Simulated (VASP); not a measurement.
A run of VASP 6.6.1 is set up as follows.

INCAR

```
PREC = Accurate
ENCUT = 600
EDIFF = 1E-6
ISMEAR = 0
SIGMA = 0.1
LREAL = F
LASPH = T
NELM = 60
ALGO = Normal
ISIF = 3
LWAVE = F
LCHARG = F
GGA = PE
IBRION = 2
NSW = 100
EDIFFG = -0.005
```

KPOINTS

```
Automatic mesh
0
Gamma
  18 18 10
```

File POSCAR:

```
Re
1.0
    2.7608000000      0.0000000000      0.0000000000
   -1.3804000000      2.3909229348      0.0000000000
    0.0000000000      0.0000000000      4.4582000000
Re
2
Direct
    0.3333333333      0.6666666667      0.2500000000
    0.6666666667      0.3333333333      0.7500000000
```

Potentials or basis: VASP PAW PBE potentials, release 64 (Re).

The run is started by

```console
$ cat potpaw_PBE.64/Re/POTCAR > POTCAR
$ mpirun -np 1 vasp_std > vasp.out
```

Question: What does it give for the band gap on the k mesh?

Answer: Zero (band 7 reaches 9.12 eV, above the bottom of band 8 at 6.04 eV).

Question: What does it give for the relaxed cell?

Answer: a = 2.774 Å, b = 2.774 Å, c = 4.482 Å, α = 90.00°, β = 90.00°, γ = 120.00°.

Final structure:
```yaml
crystal:
  lattice:
    - [2.77401, 0.00000, 0.00000]
    - [-1.38700, 2.40236, 0.00000]
    - [0.00000, 0.00000, 4.48207]
  atoms:
    - { symbol: Re, position: [0.33333, 0.66667, 0.25000] }
    - { symbol: Re, position: [0.66667, 0.33333, 0.75000] }
```

Caveat: spin-orbit coupling is left out, which moves the levels of the heavy elements. PBE usually gives volumes a little too large and moduli too small.
